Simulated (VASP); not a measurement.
# RbCl (Immm) in VASP: further runs, part 2 of 3

VASP 6.6.1. Earlier steps stand in the parts before.

### 3 Single point, LDA (strain +0.0150 x Voigt [0, 0, 0, 1, 0, 0])

INCAR reads:

```
SYSTEM = RbCl
PREC = Accurate
ENCUT = 500
EDIFF = 1E-6
ISMEAR = 0
SIGMA = 0.05
LREAL = .False.
LASPH = .True.
NELM = 120
ALGO = Normal
ISIF = 2
LWAVE = .False.
LCHARG = .False.
NBANDS = 15
GGA_COMPAT = .False.
```

KPOINTS reads:

```
Automatic mesh
0
Gamma
  6 6 6
  0 0 0
```

POSCAR reads:

```
RbCl
1.0
    0.0000000000      3.2985550000      3.2985550000
    3.2740000000      0.0245550000      3.2740000000
    3.2740000000      3.2740000000      0.0245550000
Rb Cl
1 1
Direct
    0.0000000000      0.0000000000      0.0000000000
    0.5000000000      0.5000000000      0.5000000000
```

Potentials or basis: VASP PAW LDA potentials, release 64 (Rb_sv, Cl).

Command:

```sh
> cat potpaw_LDA.64/Rb_sv/POTCAR potpaw_LDA.64/Cl/POTCAR > POTCAR
> mpirun -np 1 vasp_std > vasp.out
```

OUTCAR:

```text
SYSTEM = RbCl
   PREC = Accurate
   ENCUT = 500
   EDIFF = 1E-6
   ISMEAR = 0
   LREAL = .False.
   LASPH = .True.
   NELM = 120
   ISIF = 2

 ion  position               nearest neighbor table
   1  0.000  0.000  0.000-   2 3.27   2 3.27   2 3.27   2 3.27   2 3.27   2 3.27
   2  0.500  0.500  0.500-   1 3.27   1 3.27   1 3.27   1 3.27   1 3.27   1 3.27

  LATTYP: Found a body centered orthorhombic cell.
 ALAT       =     4.5954091892
 B/A-ratio  =     1.0151133501
 C/A-ratio  =     1.4249003147

  Lattice vectors:

 A1 = (  -3.2740000000,   3.2740000000,   0.0245550000)
 A2 = (  -3.2740000000,  -3.2740000000,  -0.0245550000)
 A3 = (   3.2740000000,   0.0245550000,   3.2740000000)

Analysis of symmetry for initial positions (statically):
=====================================================================
 Subroutine PRICEL returns:
 Original cell was already a primitive cell.

 Routine SETGRP: Setting up the symmetry group for a
 body centered orthorhombic supercell.

 Subroutine GETGRP returns: Found  8 space group operations
 (whereof  8 operations were pure point group operations)
 out of a pool of  8 trial point group operations.

The static configuration has the point symmetry D_2h.

Analysis of symmetry for dynamics (positions and initial velocities):
=====================================================================
 Subroutine PRICEL returns:
 Original cell was already a primitive cell.

 Routine SETGRP: Setting up the symmetry group for a
 body centered orthorhombic supercell.

 Subroutine GETGRP returns: Found  8 space group operations
 (whereof  8 operations were pure point group operations)
 out of a pool of  8 trial point group operations.

The dynamic configuration has the point symmetry D_2h.

 Subroutine INISYM returns: Found  8 space group operations
 (whereof  8 operations are pure point group operations),
 and found     1 'primitive' translations

----------------------------------------------------------------------------------------

                                     Primitive cell

  volume of cell :      70.1846

  direct lattice vectors                    reciprocal lattice vectors
     0.000000000  3.298555000  3.298555000    -0.152718387  0.151581526  0.151581526
     3.274000000  0.024555000  3.274000000     0.152718387 -0.153872431  0.153872431
     3.274000000  3.274000000  0.024555000     0.152718387  0.153872431 -0.153872431

  length of vectors
     4.664861217  4.630200314  4.630200314     0.263204908  0.265850250  0.265850250

  position of ions in fractional coordinates (direct lattice)
     0.000000000  0.000000000  0.000000000
     0.500000000  0.500000000  0.500000000

  ion indices of the primitive-cell ions
   primitive index   ion index
                 1           1
                 2           2

----------------------------------------------------------------------------------------

 KPOINTS: Automatic mesh

Automatic generation of k-mesh.
 Grid dimensions read from file:
 generate k-points for:    6    6    6

 Generating k-lattice:

  Cartesian coordinates                     Fractional coordinates (reciprocal lattice)
    -0.025453065  0.025263588  0.025263588     0.166666667  0.000000000 -0.000000000
     0.025453065 -0.025645405  0.025645405     0.000000000  0.166666667  0.000000000
     0.025453065  0.025645405 -0.025645405     0.000000000  0.000000000  0.166666667

  Length of vectors
     0.043867485  0.044308375  0.044308375

  Shift w.r.t. Gamma in fractional coordinates (k-lattice)
[... 40 lines left out ...]
   NGX,Y,Z   is equivalent  to a cutoff of  12.83, 12.93, 12.93 a.u.
   NGXF,Y,Z  is equivalent  to a cutoff of  25.66, 25.85, 25.85 a.u.
 SYSTEM =  RbCl
   PREC   = accura    normal or accurate (medium, high low for compatibility)
   ISTART =      0    job   : 0-new  1-cont  2-samecut
   ICHARG =      2    charge: 1-file 2-atom 10-const
   ISPIN  =      1    spin polarized calculation?
   LNONCOLLINEAR =      F non collinear calculations
   LSORBIT =      F    spin-orbit coupling
   LASPH  =      T    aspherical Exc in radial PAW
   ENCUT  =  500.0 eV  36.75 Ry    6.06 a.u.   8.51  8.44  8.44*2*pi/ulx,y,z
   NELM   =    120;   NELMIN=  2; NELMDL= -5     # of ELM steps
   EDIFF  = 0.1E-05   stopping-criterion for ELM
   LREAL  =      F    real-space projection
   EDIFFG = 0.1E-04   stopping-criterion for IOM
   NSW    =      0    number of steps for IOM
   IBRION =     -1    ionic relax: 0-MD 1-quasi-New 2-CG
   NFREE  =      0    steps in history (QN), initial steepest desc. (CG)
   ISIF   =      2    stress and relaxation
   ISYM   =      2    0-nonsym 1-usesym 2-fastsym
   POTIM  = 0.5000    time-step for ionic-motion
   TEBEG  =    0.0;   TEEND  =   0.0 temperature during run
   PSTRESS=    0.0 pullay stress
   NELECT =      16.0000    total number of electrons
   NUPDOWN=      -1.0000    fix difference up-down
   EMIN   =  10.00;   EMAX   =-10.00  energy-range for DOS
   EFERMI =   0.00;   METHOD = LEGACY
   ISMEAR =     0;   SIGMA  =   0.05  broadening in eV -4-tet -1-fermi 0-gaus
   EFERMI_NEDOS =   21; number of points for ismear=-14 and -15
   IALGO  =     38    algorithm
   IMIX   =      4    mixing-type and parameters
     AMIX     =   0.40;   BMIX     =  1.00
     AMIX_MAG =   1.60;   BMIX_MAG =  1.00
  volume/ion in A,a.u.               =      35.09       236.81
  Fermi-wavevector in a.u.,A,eV,Ry     =   1.000079  1.889875 13.607975  1.000158
  Thomas-Fermi vector in A             =   2.132412
   LORBIT       =      0    0 simple, 1 ext, 2 COOP (PROOUT), +10 PAW based schemes
   GGA     = CA    functional components
   LHFCALC =     F    Hartree Fock is set to
   AEXX    =    0.0000 exact exchange contribution
   IVDW    =     0    specifies the selected vdW correction
   LEPSILON=     F    determine dielectric tensor
   LRPA    =     F    only Hartree local field effects (RPA)
 non-spin polarized calculation
 Gauss-broadening in eV      SIGMA  =   0.05
  energy-cutoff  :      500.00
  volume of cell :       70.18
 maximum number of plane-waves:      1811
 NGX is ok and might be reduce to    36
   NGX = 17   NGY = 17   NGZ = 17

 number of electron      16.0000001 magnetization

 Free energy of the ion-electron system (eV)
  ---------------------------------------------------
  ext. energy  EPLUGINS =         0.00000000
  ---------------------------------------------------
  free energy    TOTEN  =        -7.24391056 eV

  energy without entropy =       -7.24391056  energy(sigma->0) =       -7.24391056

 E-fermi :  -1.8364     XC(G=0):  -7.9651

 val. band max:       -2.0762742844   @ k =   0.0000   0.0000   0.0000
 cond. band min:       2.5155223733   @ k =   0.0000   0.0000   0.0000
 fundamental gap:      4.5917966577
 Fermi energy:        -1.8363939766

 k-point     1 :       0.0000    0.0000    0.0000
  band No.  band energies     occupation
      1     -25.8349      2.00000
      2     -14.0023      2.00000
      3      -9.9507      2.00000
      4      -9.9490      2.00000
      5      -9.9472      2.00000
      6      -2.0958      2.00000
      7      -2.0865      2.00000
      8      -2.0763      2.00000
      9       2.5155      0.00000
     10       5.5676      0.00000
     11       5.6324      0.00000
     12       5.6980      0.00000
     13       6.6870      0.00000
     14       6.6883      0.00000
[... 401 lines left out ...]
      2     -14.0455      2.00000
      3     -10.0291      2.00000
      4      -9.9873      2.00000
      5      -9.9585      2.00000
      6      -2.8641      2.00000
      7      -2.4337      2.00000
      8      -2.3753      2.00000
      9       5.1031      0.00000
     10       5.4581      0.00000
     11       7.5663      0.00000
     12       8.1293      0.00000
     13       8.1300      0.00000
     14       8.9638      0.00000
     15       9.6344      0.00000

 [... further k-points ...]

------------------------ aborting loop because EDIFF is reached ----------------------------------------

  FORCE on cell =-STRESS in cart. coord.  units (eV):
  Direction    XX          YY          ZZ          XY          YZ          ZX
  --------------------------------------------------------------------------------------
  -------------------------------------------------------------------------------------
  Total       -0.6112471     -0.6108435     -0.6108435     -0.0000000     -0.0378587      0.0000000
  in kB      -13.9535861    -13.9443711    -13.9443711     -0.0000000     -0.8642412      0.0000000
  external PRESSURE =     -13.9474428 kB  Pullay stress =       0.0000000 kB

 VOLUME and BASIS-vectors are now :
 -----------------------------------------------------------------------------
  energy-cutoff  :      500.00
  volume of cell :       70.18
      direct lattice vectors                 reciprocal lattice vectors
     0.000000000  3.298555000  3.298555000    -0.152718387  0.151581526  0.151581526
     3.274000000  0.024555000  3.274000000     0.152718387 -0.153872431  0.153872431
     3.274000000  3.274000000  0.024555000     0.152718387  0.153872431 -0.153872431

 POSITION                                       TOTAL-FORCE (eV/Angst)
 -----------------------------------------------------------------------------------
      0.00000      0.00000      0.00000        -0.000000      0.000000     -0.000000
      3.27400      3.29855      3.29855         0.000000     -0.000000      0.000000
 -----------------------------------------------------------------------------------
    total drift:                                0.000000      0.000000      0.000000

  FREE ENERGIE OF THE ION-ELECTRON SYSTEM (eV)
  ---------------------------------------------------
  free  energy   TOTEN  =        -7.2439105569 eV

  energy  without entropy=       -7.2439105569  energy(sigma->0) =       -7.24391056
```

OSZICAR:

```text
N       E                     dE             d eps       ncg     rms          rms(c)
DAV:   1     0.771187163707E+02    0.77119E+02   -0.67083E+03  1380   0.900E+02
DAV:   2    -0.250098925932E+01   -0.79620E+02   -0.72926E+02  2043   0.167E+02
DAV:   3    -0.747520183627E+01   -0.49742E+01   -0.49501E+01  1828   0.422E+01
DAV:   4    -0.760438863206E+01   -0.12919E+00   -0.12916E+00  2089   0.658E+00
DAV:   5    -0.760513623424E+01   -0.74760E-03   -0.74759E-03  1892   0.510E-01    0.323E+00
DAV:   6    -0.727902624908E+01    0.32611E+00   -0.43742E-01  1723   0.332E+00    0.245E+00
DAV:   7    -0.724488653134E+01    0.34140E-01   -0.74091E-02  1877   0.153E+00    0.137E+00
DAV:   8    -0.724363989072E+01    0.12466E-02   -0.93409E-03  1930   0.568E-01    0.152E-01
DAV:   9    -0.724381568195E+01   -0.17579E-03   -0.76209E-04  1849   0.141E-01    0.821E-02
DAV:  10    -0.724390656434E+01   -0.90882E-04   -0.10359E-04  1486   0.658E-02    0.701E-03
DAV:  11    -0.724390975191E+01   -0.31876E-05   -0.46398E-06  1793   0.145E-02    0.521E-03
DAV:  12    -0.724391055692E+01   -0.80502E-06   -0.20097E-06  1520   0.797E-03
   1 F= -.72439106E+01 E0= -.72439106E+01  d E =-.152310E-13
```

stdout:

```text
POSCAR found type information on POSCAR RbCl
 POSCAR found :  2 types and       2 ions
 scaLAPACK will be used
 LDA part: xc-table for (Slater(with rela. corr.)+CA(PZ))
 , standard interpolation
 POSCAR, INCAR and KPOINTS ok, starting setup
 FFT: planning ... GRIDC
 FFT: planning ... GRID_SOFT
 FFT: planning ... GRID
 WAVECAR not read
 entering main loop
```

It took 87 s on 1 thread of AMD EPYC 7R13, shared host; peak memory 0.16 GiB.

What came out:

```
Free energy            : -7.2439 eV
Pressure               : -1.4 GPa
Band gap on the k mesh : 4.59 eV
```

Stress tensor (GPa, compression positive):
```
-1.40  0.00  0.00
 0.00 -1.39 -0.09
 0.00 -0.09 -1.39
```

Levels at points of the mesh, in eV from the valence-band top:
```tsv
k point	band 6	band 7	band 8	band 9	band 10	band 11
(0.00, 0.00, 0.00)	-0.02	-0.01	0.00	4.59	7.64	7.71
(0.50, 0.00, 0.00)	-0.97	-0.38	-0.36	7.38	7.65	9.89
(0.00, 0.50, 0.00)	-0.97	-0.40	-0.38	7.39	7.69	9.92
(0.50, 0.50, 0.00)	-0.35	-0.12	-0.12	5.83	7.76	9.35
(0.00, 0.50, 0.50)	-0.35	-0.13	-0.10	5.82	7.77	9.35
```

Caveat: the cell differs from its parent crystal (strain +0.0150 x Voigt [0, 0, 0, 1, 0, 0]).

### 4 Single point, LDA (strain -0.0100 x Voigt [0, 0, 0, 1, 0, 0])

INCAR reads:

```
  PREC = Accurate
  ENCUT = 500
  EDIFF = 1E-6
  ISMEAR = 0
  SIGMA = 0.05
  LREAL = False
  LASPH = True
  NELM = 120
  ALGO = Normal
  ISIF = 2
  LWAVE = False
  LCHARG = False
  NBANDS = 15
  GGA_COMPAT = False
```

KPOINTS reads:

```
regular mesh
0
Gamma
  6 6 6
```

POSCAR reads:

```
RbCl
1.0
    0.0000000000      3.2576300000      3.2576300000
    3.2740000000     -0.0163700000      3.2740000000
    3.2740000000      3.2740000000     -0.0163700000
Rb Cl
1 1
Direct
    0.0000000000      0.0000000000      0.0000000000
    0.5000000000      0.5000000000      0.5000000000
```

Command:

```sh
> cat potpaw_LDA.64/Rb_sv/POTCAR potpaw_LDA.64/Cl/POTCAR > POTCAR
> mpirun -np 1 vasp_std > vasp.out
```

It took 76 s on 1 thread of AMD EPYC 7R13, shared host; peak memory 0.16 GiB.

The run converged. Its results:

- Free energy: -7.2440 eV
- Pressure: -1.4 GPa
- Band gap on the k mesh: 4.60 eV

Stress tensor (GPa, compression positive):
```
-1.39  0.00  0.00
 0.00 -1.39  0.06
 0.00  0.06 -1.39
```

Levels at points of the mesh, in eV from the valence-band top:
```tsv
k point	band 5	band 6	band 7	band 8	band 9	band 10	band 11	band 12
(0.00, 0.00, 0.00)	-7.87	-0.01	-0.01	0.00	4.60	7.67	7.71	7.76
(0.50, 0.00, 0.00)	-7.84	-0.96	-0.39	-0.38	7.39	7.69	9.94	10.00
(0.00, 0.50, 0.00)	-7.84	-0.97	-0.38	-0.37	7.38	7.66	9.92	9.98
(0.50, 0.50, 0.00)	-7.98	-0.35	-0.11	-0.11	5.83	7.77	9.35	9.93
(0.00, 0.50, 0.50)	-7.98	-0.35	-0.12	-0.10	5.83	7.77	9.35	9.93
```

Caveat: the cell differs from its parent crystal (strain -0.0100 x Voigt [0, 0, 0, 1, 0, 0]).

(Part 2 of 3 ends here.)
